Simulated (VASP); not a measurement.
# Ga3P3H2 (buck sheet) in VASP: notebook, part 2 of 2

VASP 6.6.1. Earlier steps stand in the parts before.

## Step 3: Single point, PBEsol

This run uses another cell than the first one, of 92.15 Å³/atom, 1.020 times its volume.

INCAR

```
  ALGO = Normal
  EDIFF = 1E-6
  ENCUT = 520
  GGA = PS
  ISIF = 2
  ISMEAR = 0
  LASPH = T
  LCHARG = F
  LREAL = F
  LWAVE = F
  NBANDS = 38
  NELM = 60
  PREC = Accurate
  SIGMA = 0.05
```

KPOINTS

```
k-points
0
Gamma
  1 1 14
```

POSCAR

```
Ga3P3H2
1.0
   19.7000000000      0.0000000000      0.0000000000
    0.0000000000      9.7000000000      0.0000000000
    0.0000000000      0.0000000000      3.8580479846
Ga P H
3 3 2
Direct
    0.3549072829      0.4812569258      1.0000000000
    0.5245096973      0.4812569258      0.5000000000
    0.6941121117      0.4812569258      1.0000000000
    0.2983731447      0.5187430742      0.5000000000
    0.4679755591      0.5187430742      1.0000000000
    0.6375779735      0.5187430742      0.5000000000
    0.7727664278      0.5073336244      1.0000000000
    0.2272335722      0.4951577799      0.5000000000
```

Potentials or basis: VASP PAW PBE potentials, release 64 (Ga_d, P, H).

Launch:

```console
$ cat potpaw_PBE.64/Ga_d/POTCAR potpaw_PBE.64/P/POTCAR potpaw_PBE.64/H/POTCAR > POTCAR
$ mpirun -np 1 vasp_std > vasp.out
```

OUTCAR:

```text
EDIFF = 1E-6
   ENCUT = 520
   GGA = PS
   ISIF = 2
   ISMEAR = 0
   LASPH = T
   LREAL = F
   NELM = 60
   PREC = Accurate

 ion  position               nearest neighbor table
   1  0.355  0.481  0.000-   5 2.26   4 2.26   4 2.26
   2  0.525  0.481  0.500-   6 2.26   5 2.26   5 2.26
   3  0.694  0.481  0.000-   7 1.57   6 2.26   6 2.26
   4  0.298  0.519  0.500-   8 1.42   1 2.26   1 2.26
   5  0.468  0.519  0.000-   1 2.26   2 2.26   2 2.26
   6  0.638  0.519  0.500-   2 2.26   3 2.26   3 2.26
   7  0.773  0.507  0.000-   3 1.57
   8  0.227  0.495  0.500-   4 1.42

  LATTYP: Found a simple orthorhombic cell.
 ALAT       =     3.8580479846
 B/A-ratio  =     2.5142248201
 C/A-ratio  =     5.1062091707

  Lattice vectors:

 A1 = (   0.0000000000,   0.0000000000,  -3.8580479846)
 A2 = (   0.0000000000,   9.7000000000,   0.0000000000)
 A3 = (  19.7000000000,   0.0000000000,   0.0000000000)

Analysis of symmetry for initial positions (statically):
=====================================================================
 Subroutine PRICEL returns:
 Original cell was already a primitive cell.

 Routine SETGRP: Setting up the symmetry group for a
 simple orthorhombic supercell.

 Subroutine GETGRP returns: Found  2 space group operations
 (whereof  2 operations were pure point group operations)
 out of a pool of  8 trial point group operations.

The static configuration has the point symmetry C_1h.

Analysis of symmetry for dynamics (positions and initial velocities):
=====================================================================
 Subroutine PRICEL returns:
 Original cell was already a primitive cell.

[... 120 lines left out ...]
   IMIX   =      4    mixing-type and parameters
     AMIX     =   0.40;   BMIX     =  1.00
     AMIX_MAG =   1.60;   BMIX_MAG =  1.00
  volume/ion in A,a.u.               =      92.15       621.89
  Fermi-wavevector in a.u.,A,eV,Ry     =   0.693323  1.310191  6.540278  0.480697
  Thomas-Fermi vector in A             =   1.775504
   LORBIT       =      0    0 simple, 1 ext, 2 COOP (PROOUT), +10 PAW based schemes
   GGA     = PS    functional components
   LHFCALC =     F    Hartree Fock is set to
   AEXX    =    0.0000 exact exchange contribution
   IVDW    =     0    specifies the selected vdW correction
   LEPSILON=     F    determine dielectric tensor
   LRPA    =     F    only Hartree local field effects (RPA)
 non-spin polarized calculation
 Gauss-broadening in eV      SIGMA  =   0.05
  energy-cutoff  :      520.00
  volume of cell :      737.23
 maximum number of plane-waves:     19862
 NGX is ok and might be reduce to   150
   NGX = 73   NGY = 37   NGZ = 15

 number of electron      56.0000007 magnetization

 Free energy of the ion-electron system (eV)
  ---------------------------------------------------
  ext. energy  EPLUGINS =         0.00000000
  ---------------------------------------------------
  free energy    TOTEN  =       -32.47565244 eV

  energy without entropy =      -32.47565244  energy(sigma->0) =      -32.47565244

 E-fermi :  -3.3401     XC(G=0):  -2.7098

 val. band max:       -3.6132476877   @ k =   0.0000   0.0000   0.5000
 cond. band min:      -1.6447151407   @ k =   0.0000   0.0000   0.5000
 fundamental gap:      1.9685325470
 Fermi energy:        -3.3400514041

 k-point     1 :       0.0000    0.0000    0.0000
  band No.  band energies     occupation
      1     -18.1932      2.00000
      2     -18.1569      2.00000
      3     -18.1159      2.00000
      4     -18.0686      2.00000
      5     -18.0657      2.00000
      6     -18.0362      2.00000
[... 317 lines left out ...]
     37       2.8630      0.00000
     38       2.9683      0.00000

------------------------ aborting loop because EDIFF is reached ----------------------------------------

  FORCE on cell =-STRESS in cart. coord.  units (eV):
  Direction    XX          YY          ZZ          XY          YZ          ZX
  --------------------------------------------------------------------------------------
  -------------------------------------------------------------------------------------
  Total       -1.1869480     -0.0101777     -0.7664341      0.0880728      0.0000000      0.0000000
  in kB       -2.5795068     -0.0221185     -1.6656350      0.1914021      0.0000000      0.0000000
  external PRESSURE =      -1.4224201 kB  Pullay stress =       0.0000000 kB

 VOLUME and BASIS-vectors are now :
 -----------------------------------------------------------------------------
  energy-cutoff  :      520.00
  volume of cell :      737.23
      direct lattice vectors                 reciprocal lattice vectors
    19.700000000  0.000000000  0.000000000     0.050761421  0.000000000  0.000000000
     0.000000000  9.700000000  0.000000000     0.000000000  0.103092784  0.000000000
     0.000000000  0.000000000  3.858047985     0.000000000  0.000000000  0.259198435

 POSITION                                       TOTAL-FORCE (eV/Angst)
 -----------------------------------------------------------------------------------
      6.99167      4.66819      0.00000        -0.451266     -0.136959      0.000000
     10.33284      4.66819      1.92902        -0.057242      0.019362      0.000000
     13.67401      4.66819      0.00000         0.260611      0.421079      0.000000
      5.87795      5.03181      1.92902         0.456915      0.425539      0.000000
      9.21912      5.03181      0.00000        -0.053393      0.040799      0.000000
     12.56029      5.03181      1.92902        -0.056488     -0.163930      0.000000
     15.22350      4.92114      0.00000        -0.186429     -0.281231      0.000000
      4.47650      4.80303      1.92902         0.087293     -0.324660      0.000000
 -----------------------------------------------------------------------------------
    total drift:                                0.002287     -0.005083      0.000034

  FREE ENERGIE OF THE ION-ELECTRON SYSTEM (eV)
  ---------------------------------------------------
  free  energy   TOTEN  =       -32.4756524425 eV

  energy  without entropy=      -32.4756524425  energy(sigma->0) =      -32.47565244
```

OSZICAR:

```text
N       E                     dE             d eps       ncg     rms          rms(c)
DAV:   1     0.331954425443E+03    0.33195E+03   -0.22100E+04   736   0.116E+03
DAV:   2     0.658379581238E+01   -0.32537E+03   -0.31790E+03   770   0.256E+02
DAV:   3    -0.323073315357E+02   -0.38891E+02   -0.38701E+02   720   0.925E+01
[... 16 lines left out ...]
DAV:  20    -0.324756410523E+02   -0.36041E-04   -0.15241E-06   532   0.560E-03    0.951E-04
DAV:  21    -0.324756460670E+02   -0.50147E-05   -0.16378E-07   594   0.472E-03    0.404E-04
DAV:  22    -0.324756510796E+02   -0.50126E-05   -0.24385E-07   460   0.255E-03    0.238E-04
DAV:  23    -0.324756521682E+02   -0.10886E-05   -0.83455E-08   530   0.253E-03    0.116E-04
DAV:  24    -0.324756524425E+02   -0.27429E-06   -0.50501E-08   458   0.933E-04
   1 F= -.32475652E+02 E0= -.32475652E+02  d E =-.354176E-15
```

Run time: 18 min. Hardware: 1 thread of AMD EPYC 7R13 (Zen 3), shared host; peak memory 0.73 GiB.

What came out:

```yaml
Free_energy: -32.4757 eV
Largest_force: 0.624 eV/Å
Band_gap_on_the_k_mesh: 1.97 eV, direct
```

Forces on the atoms (eV/Å):
```
Ga  -0.451 -0.137  0.000
Ga  -0.057  0.019  0.000
Ga   0.261  0.421  0.000
P    0.457  0.426  0.000
P   -0.053  0.041  0.000
P   -0.056 -0.164  0.000
H   -0.186 -0.281  0.000
H    0.087 -0.325  0.000
```

Levels at points of the mesh, in eV from the valence-band top:
| k point | band 24 | band 25 | band 26 | band 27 | band 28 | band 29 | band 30 | band 31 | band 32 | band 33 |
| --- | --- | --- | --- | --- | --- | --- | --- | --- | --- | --- |
| (0.00, 0.00, 0.00) | -1.54 | -1.28 | -1.27 | -0.77 | -0.72 | 2.30 | 2.37 | 2.70 | 2.87 | 3.74 |
| (0.00, 0.00, 0.50) | -2.58 | -2.27 | -0.56 | -0.49 | 0.00 | 1.97 | 2.33 | 2.51 | 3.03 | 3.23 |

Caveat: the PAW data sets were made with another functional, which shifts forces and pressure a little.
